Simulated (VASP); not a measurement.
The system is Pt.

```xyz
1
Lattice="-1.5842 1.5842 1.5842 1.5842 -1.5842 1.5842 1.5842 1.5842 -1.5842" Properties=species:S:1:pos:R:3 pbc="T T T"
Pt    0.0000    0.0000    0.0000
```

| Item | Value |
| --- | --- |
| Program | VASP 6.6.1 |
| Task | relaxation of cell and atoms |
| Functional | PBEsol |
| Potentials or basis | VASP PAW PBE potentials, release 64 (Pt) |
| Cutoff | 600 eV |
| k mesh | 12 × 12 × 12 |
| Occupations | fermi-dirac, width 0.05 eV |
| Spin | no spin polarisation |

At the start: pressure -11.5 GPa; volume 15.90 Å³/atom.

**Question.** Where does the relaxation end?

**Answer.** Over 7 steps the energy falls by 27.3 meV/atom and the volume is 15.18 Å³/atom (-4.6 %); space group Im-3m (No. 229, to 0.05 Å).

Step by step:
```
step  energy change (eV)  largest force (eV/Å)  pressure (GPa)  volume (Å³)
   1              0.0000                0.0000          -11.48        15.90
   2              0.2018                0.0000           47.52        13.42
   3             -0.0272                0.0000           -0.57        15.21
   4             -0.0273                0.0000           -0.11        15.19
   5             -0.0273                0.0000            0.15        15.17
   6             -0.0272                0.0000           -0.33        15.20
   7             -0.0273                0.0000            0.01        15.18
```

Final structure:
```xyz
1
Lattice="-1.5598 1.5598 1.5598 1.5598 -1.5598 1.5598 1.5598 1.5598 -1.5598" Properties=species:S:1:pos:R:3 pbc="T T T"
Pt    0.0000    0.0000    0.0000
```

Caveat: the PAW data sets were made with another functional, which shifts forces and pressure a little.
